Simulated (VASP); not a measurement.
# ZrB2 (P6/mmm) in VASP: a series of runs

ZrB2 is run at these levels: PBEsol; tasks: single point.

All numbers are computed with VASP 6.6.1; they aren't measurements. Logs are shortened: lines on timing, memory, paths and dates and some standing lists are left out, and cuts for length are marked.

## Step 1: The cell of the first run

The structure is hexagonal, space group P6/mmm (No. 191). Conventional cell: a = 3.134 Å, b = 3.134 Å, c = 3.486 Å, α = 90.00°, β = 90.00°, γ = 120.00°. Zr (site symmetry 6/mmm) has 12 B at 2.51 Å and 6 Zr at 3.13 Å within 3.3 Å. Within 2.4 Å of B (site symmetry -6m2) lie 3 B at 1.81 Å.

## Step 2: Single point, PBEsol

The input, INCAR:

```
PREC = Accurate
ENCUT = 520
EDIFF = 1E-7
ISMEAR = -1
SIGMA = 0.05
LREAL = False
LASPH = True
NELM = 100
ALGO = Normal
ISIF = 2
LWAVE = False
LCHARG = False
GGA = PS
NBANDS = 16
```

The input, KPOINTS:

```
regular mesh
0
Gamma
  10 10 8
```

The input, POSCAR:

```
ZrB2
1.0
    3.1344342432      0.0000000000      0.0000000000
   -1.5672171216      2.7144996811      0.0000000000
    0.0000000000      0.0000000000      3.4856576564
Zr B
1 2
Direct
    0.0000000000      0.0000000000      0.0000000000
    0.6666666667      0.3333333333      0.5000000000
    0.3333333333      0.6666666667      0.5000000000
```

Potentials or basis: VASP PAW PBE potentials, release 64 (Zr_sv, B).

The run is started by

```
cat potpaw_PBE.64/Zr_sv/POTCAR potpaw_PBE.64/B/POTCAR > POTCAR
mpirun -np 1 vasp_std > vasp.out
```

OUTCAR:

```text
PREC = Accurate
   ENCUT = 520
   EDIFF = 1E-7
   ISMEAR = -1
   LREAL = False
   LASPH = True
   NELM = 100
   ISIF = 2
   GGA = PS

 ion  position               nearest neighbor table
   1  0.000  0.000  0.000-   2 2.51   3 2.51   2 2.51   3 2.51   3 2.51   3 2.51   2 2.51   2 2.51
                             2 2.51   2 2.51   3 2.51   3 2.51
   2  0.667  0.333  0.500-   3 1.81   3 1.81   3 1.81   1 2.51   1 2.51   1 2.51   1 2.51   1 2.51
                             1 2.51
   3  0.333  0.667  0.500-   2 1.81   2 1.81   2 1.81   1 2.51   1 2.51   1 2.51   1 2.51   1 2.51
                             1 2.51

  LATTYP: Found a hexagonal cell.
 ALAT       =     3.1344342432
 C/A-ratio  =     1.1120532083

  Lattice vectors:

 A1 = (   3.1344342432,   0.0000000000,   0.0000000000)
 A2 = (  -1.5672171216,   2.7144996811,   0.0000000000)
 A3 = (   0.0000000000,   0.0000000000,   3.4856576564)

Analysis of symmetry for initial positions (statically):
=====================================================================
 Subroutine PRICEL returns:
 Original cell was already a primitive cell.

 Routine SETGRP: Setting up the symmetry group for a
 hexagonal supercell.

 Subroutine GETGRP returns: Found 24 space group operations
 (whereof 24 operations were pure point group operations)
 out of a pool of 24 trial point group operations.

The static configuration has the point symmetry D_6h.

Analysis of symmetry for dynamics (positions and initial velocities):
=====================================================================
 Subroutine PRICEL returns:
 Original cell was already a primitive cell.

 Routine SETGRP: Setting up the symmetry group for a
 hexagonal supercell.

 Subroutine GETGRP returns: Found 24 space group operations
 (whereof 24 operations were pure point group operations)
 out of a pool of 24 trial point group operations.

The dynamic configuration has the point symmetry D_6h.

 Subroutine INISYM returns: Found 24 space group operations
 (whereof 24 operations are pure point group operations),
 and found     1 'primitive' translations

----------------------------------------------------------------------------------------

                                     Primitive cell

  volume of cell :      29.6574

[... 88 lines left out ...]
   ENCUT  =  520.0 eV  38.22 Ry    6.18 a.u.   5.83  5.83  6.48*2*pi/ulx,y,z
   NELM   =    100;   NELMIN=  2; NELMDL= -5     # of ELM steps
   EDIFF  = 0.1E-06   stopping-criterion for ELM
   LREAL  =      F    real-space projection
   EDIFFG = 0.1E-05   stopping-criterion for IOM
   NSW    =      0    number of steps for IOM
   IBRION =     -1    ionic relax: 0-MD 1-quasi-New 2-CG
   NFREE  =      0    steps in history (QN), initial steepest desc. (CG)
   ISIF   =      2    stress and relaxation
   ISYM   =      2    0-nonsym 1-usesym 2-fastsym
   POTIM  = 0.5000    time-step for ionic-motion
   TEBEG  =    0.0;   TEEND  =   0.0 temperature during run
   PSTRESS=    0.0 pullay stress
   NELECT =      18.0000    total number of electrons
   NUPDOWN=      -1.0000    fix difference up-down
   EMIN   =  10.00;   EMAX   =-10.00  energy-range for DOS
   EFERMI =   0.00;   METHOD = LEGACY
   ISMEAR =    -1;   SIGMA  =   0.05  broadening in eV -4-tet -1-fermi 0-gaus
   EFERMI_NEDOS =   21; number of points for ismear=-14 and -15
   IALGO  =     38    algorithm
   IMIX   =      4    mixing-type and parameters
     AMIX     =   0.40;   BMIX     =  1.00
     AMIX_MAG =   1.60;   BMIX_MAG =  1.00
  volume/ion in A,a.u.               =       9.89        66.71
  Fermi-wavevector in a.u.,A,eV,Ry     =   1.386078  2.619308 26.139691  1.921213
  Thomas-Fermi vector in A             =   2.510428
   LORBIT       =      0    0 simple, 1 ext, 2 COOP (PROOUT), +10 PAW based schemes
   GGA     = PS    functional components
   LHFCALC =     F    Hartree Fock is set to
   AEXX    =    0.0000 exact exchange contribution
   IVDW    =     0    specifies the selected vdW correction
   LEPSILON=     F    determine dielectric tensor
   LRPA    =     F    only Hartree local field effects (RPA)
 non-spin polarized calculation
  energy-cutoff  :      520.00
  volume of cell :       29.66
 maximum number of plane-waves:       816
 NGX is ok and might be reduce to    24
   NGX = 11   NGY = 11   NGZ = 13

 number of electron      18.0000000 magnetization

 Free energy of the ion-electron system (eV)
  ---------------------------------------------------
  ext. energy  EPLUGINS =         0.00000000
  ---------------------------------------------------
  free energy    TOTEN  =       -26.38943283 eV

  energy without entropy =      -26.38666981  energy(sigma->0) =      -26.38805132

 E-fermi :  10.7192     XC(G=0): -12.7079

 val. band max:       10.6823436753   @ k =   0.2000   0.2000   0.1250
 cond. band min:      10.8849506238   @ k =   0.1000   0.0000   0.5000
 fundamental gap:      0.2026069485
 Fermi energy:        10.7192340249

 k-point     1 :       0.0000    0.0000    0.0000
  band No.  band energies     occupation
      1     -37.5584      2.00000
      2     -15.8010      2.00000
      3     -15.1910      2.00000
      4     -15.1910      2.00000
      5      -2.0272      2.00000
      6       8.1206      2.00000
[... 433 lines left out ...]
      3     -15.6519      2.00000
      4     -15.4881      2.00000
      5       1.5107      2.00000
      6       2.7624      2.00000
[... 8 lines left out ...]
     15      19.5547      0.00000
     16      21.3526      0.00000

 [... further k-points ...]

------------------------ aborting loop because EDIFF is reached ----------------------------------------

  FORCE on cell =-STRESS in cart. coord.  units (eV):
  Direction    XX          YY          ZZ          XY          YZ          ZX
  --------------------------------------------------------------------------------------
  -------------------------------------------------------------------------------------
  Total        0.9928049      0.9928049      0.9799619      0.0000000     -0.0000000      0.0000000
  in kB       53.6340761     53.6340761     52.9402616      0.0000000     -0.0000000      0.0000000
  external PRESSURE =      53.4028046 kB  Pullay stress =       0.0000000 kB

 VOLUME and BASIS-vectors are now :
 -----------------------------------------------------------------------------
  energy-cutoff  :      520.00
  volume of cell :       29.66
      direct lattice vectors                 reciprocal lattice vectors
     3.134434243  0.000000000  0.000000000     0.319036841  0.184196006  0.000000000
    -1.567217122  2.714499681  0.000000000     0.000000000  0.368392012  0.000000000
     0.000000000  0.000000000  3.485657656     0.000000000  0.000000000  0.286889907

 POSITION                                       TOTAL-FORCE (eV/Angst)
 -----------------------------------------------------------------------------------
      0.00000      0.00000      0.00000         0.000000      0.000000      0.000000
      1.56722      0.90483      1.74283         0.000000      0.000000      0.000000
     -0.00000      1.80967      1.74283        -0.000000     -0.000000      0.000000
 -----------------------------------------------------------------------------------
    total drift:                               -0.000000      0.000000     -0.000000

  FREE ENERGIE OF THE ION-ELECTRON SYSTEM (eV)
  ---------------------------------------------------
  free  energy   TOTEN  =       -26.3894328312 eV

  energy  without entropy=      -26.3866698078  energy(sigma->0) =      -26.38805132
```

OSZICAR:

```text
N       E                     dE             d eps       ncg     rms          rms(c)
DAV:   1     0.102989494552E+03    0.10299E+03   -0.96882E+03  2240   0.113E+03
DAV:   2    -0.248730175927E+02   -0.12786E+03   -0.12255E+03  2912   0.293E+02
DAV:   3    -0.289243069316E+02   -0.40513E+01   -0.40312E+01  3376   0.449E+01
DAV:   4    -0.289852290090E+02   -0.60922E-01   -0.60906E-01  2832   0.501E+00
DAV:   5    -0.289868785774E+02   -0.16496E-02   -0.16495E-02  3288   0.520E-01    0.240E+01
DAV:   6    -0.264484029369E+02    0.25385E+01   -0.53705E+00  2856   0.160E+01    0.998E+00
DAV:   7    -0.263926339815E+02    0.55769E-01   -0.62492E-01  3144   0.504E+00    0.352E+00
DAV:   8    -0.263939662257E+02   -0.13322E-02   -0.10736E-01  2624   0.264E+00    0.409E-01
DAV:   9    -0.263897868738E+02    0.41794E-02   -0.20648E-02  2728   0.109E+00    0.208E-01
DAV:  10    -0.263894281504E+02    0.35872E-03   -0.16899E-03  2600   0.385E-01    0.360E-02
DAV:  11    -0.263894348875E+02   -0.67370E-05   -0.62007E-05  3016   0.728E-02    0.121E-02
DAV:  12    -0.263894330498E+02    0.18377E-05   -0.27267E-06  2768   0.143E-02    0.628E-03
DAV:  13    -0.263894328473E+02    0.20253E-06   -0.51973E-07  3144   0.626E-03    0.160E-03
DAV:  14    -0.263894328312E+02    0.16028E-07   -0.27764E-08  1392   0.160E-03
   1 F= -.26389433E+02 E0= -.26388051E+02  d E =-.276302E-02
```

Wall time 46 s (1 thread of Intel Xeon 8259CL, shared host); peak memory 0.16 GiB.

Results:

* Free energy: -26.3894 eV
* Pressure: 5.3 GPa
* Band gap on the k mesh: zero (bands 9 and 10 overlap by 0.82 eV)

Caveat: the cell stands under pressure; the PAW data sets were made with another functional, which shifts forces and pressure a little.

(Part 1 of 2 ends here.)
